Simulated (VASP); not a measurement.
Runs of VASP 6.6.1 on Na. The structure is that of space group P6_3/mmc (No. 194), or close to it. The cells are those of the table. This isn't the form of Na at room conditions, which is bcc.

| cell | k mesh | gap on the mesh (eV) | pressure (GPa) |
| --- | --- | --- | --- |
| a = 3.855, b = 3.855, c = 6.288 Å, angles 90.0, 90.0, 120.0°, 2 atoms | 11 × 11 × 6 | none | -0.5 |
| a = 3.655, b = 3.655, c = 5.961 Å, angles 90.0, 90.0, 120.0°, 2 atoms | 11 × 11 × 6 | none | (a) |
| a = 3.902, b = 3.902, c = 6.365 Å, angles 90.0, 90.0, 120.0°, 2 atoms | 11 × 11 × 6 | none | (b) |
| a = 3.807, b = 3.807, c = 6.209 Å, angles 90.0, 90.0, 120.0°, 2 atoms | 11 × 11 × 6 | none | -0.3 |
| a = 3.758, b = 3.758, c = 6.129 Å, angles 90.0, 90.0, 120.0°, 2 atoms | 11 × 11 × 6 | none | 0.0 |
| a = 3.601, b = 3.601, c = 5.873 Å, angles 90.0, 90.0, 120.0°, 2 atoms | 11 × 11 × 6 | none | 1.1 |
| a = 3.758, b = 3.758, c = 6.129 Å, angles 90.0, 90.0, 120.0°, 2 atoms | 16 × 16 × 9 | none | 0.0 |
| a = 3.707, b = 3.707, c = 6.046 Å, angles 90.0, 90.0, 120.0°, 2 atoms | 11 × 11 × 6 | none | 0.3 |

Alike in all rows: task single point; level BLYP; potentials or basis VASP PAW PBE potentials, release 64 (Na_pv); no spin polarisation; cutoff (eV) 520; smearing fermi-dirac 0.1 eV.

Task: Estimate the missing entries.

Result: (a) 0.7; (b) -0.7.

Caveats: the PAW data sets were made with another functional, which shifts forces and pressure a little.

A gap of «none» marks levels without a gap at the run's occupations.
